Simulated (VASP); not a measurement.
**BiIr (wurtzite type): single point with PBE**

The system is BiIr (wurtzite type).

```
Ir Bi
1.0
     4.18272    0.00000    0.00000
    -2.09136    3.62234    0.00000
     0.00000    0.00000    7.55481
Ir Bi
2 2
Direct
  0.33333 0.66667 0.01014
  0.66667 0.33333 0.51014
  0.33333 0.66667 0.36586
  0.66667 0.33333 0.86586
```

```json
{"Program": "VASP 6.6.1", "Task": "single point", "Functional": "PBE", "Potentials or basis": "VASP PAW PBE potentials, release 64 (Ir, Bi_d)", "Cutoff": "520 eV", "k mesh": "9 × 9 × 5", "Occupations": "fermi-dirac, width 0.05 eV", "Spin": "no spin polarisation"}
```

```yaml
Pressure: 0.0 GPa
Largest_force: 0.008 eV/Å
Band_gap_on_the_k_mesh: zero (band 24 reaches 7.46 eV, above the bottom of band 25 at 4.65 eV)
```

Forces on the atoms (eV/Å):
```
Ir   0.000  0.000  0.008
Ir   0.000  0.000  0.008
Bi   0.000  0.000 -0.008
Bi   0.000  0.000 -0.008
```

Levels at points of the mesh, in eV from the Fermi level:
```csv
k point,band 22,band 23,band 24,band 25,band 26,band 27
"(0.00, 0.00, 0.00)",-1.39,-1.39,2.16,2.88,2.88,4.03
```

Run time: 89 s on 1 thread of Intel(R) Xeon(R) Platinum 8488C (Sapphire Rapids), on a shared host, peak memory 0.3 GiB.

Caveat: spin-orbit coupling is left out, which moves the levels of the heavy elements.
